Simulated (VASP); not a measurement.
C4F, 5 atoms in the cell. It takes space group R-3m (No. 166, trigonal). Conventional cell: a = 4.665 Å, b = 4.665 Å, c = 10.791 Å, α = 90.00°, β = 90.00°, γ = 120.00°. C (site symmetry 2/m) has 6 C at 2.25 to 2.33 Å and 2 F at 2.33 Å within 3.0 Å. Within 3.0 Å of C (site symmetry -3m) lie 6 C at 2.25 Å. Within 3.1 Å of F (site symmetry -3m) lie 6 C at 2.33 Å. The cell was generated, and may not be a known phase.

| Property | Result |
| --- | --- |
| Program | VASP 6.6.1 |
| Task | single point |
| Functional | PBE |
| Dispersion | D3(BJ) |
| Potentials or basis | VASP PAW PBE potentials, release 64 (C, F) |
| Cutoff | 600 eV |
| k mesh | 6 × 6 × 6 |
| Occupations | gaussian, width 0.1 eV |
| Spin | no spin polarisation |
| Dipole correction | no |
| Further INCAR settings | ALGO = Normal; EDIFF = 1e-06; NBANDS = 20 |

Potentials or basis: VASP PAW PBE potentials, release 64 (C, F).

The run is started by

```bash
$ cat potpaw_PBE.64/C/POTCAR potpaw_PBE.64/F/POTCAR > POTCAR
$ mpirun -np 1 vasp_std > vasp.out
```

Hardware: 1 thread of Intel(R) Xeon(R) Platinum 8259CL CPU @ 2.50GHz (Skylake/Cascade Lake), on a shared host.

Q: Estimate the wall time of this run.

A: Wall time 48 s on 1 thread of Intel(R) Xeon(R) Platinum 8259CL CPU @ 2.50GHz (Skylake/Cascade Lake), on a shared host, peak memory 0.22 GiB. Counts: scf iterations 14, k points 32.
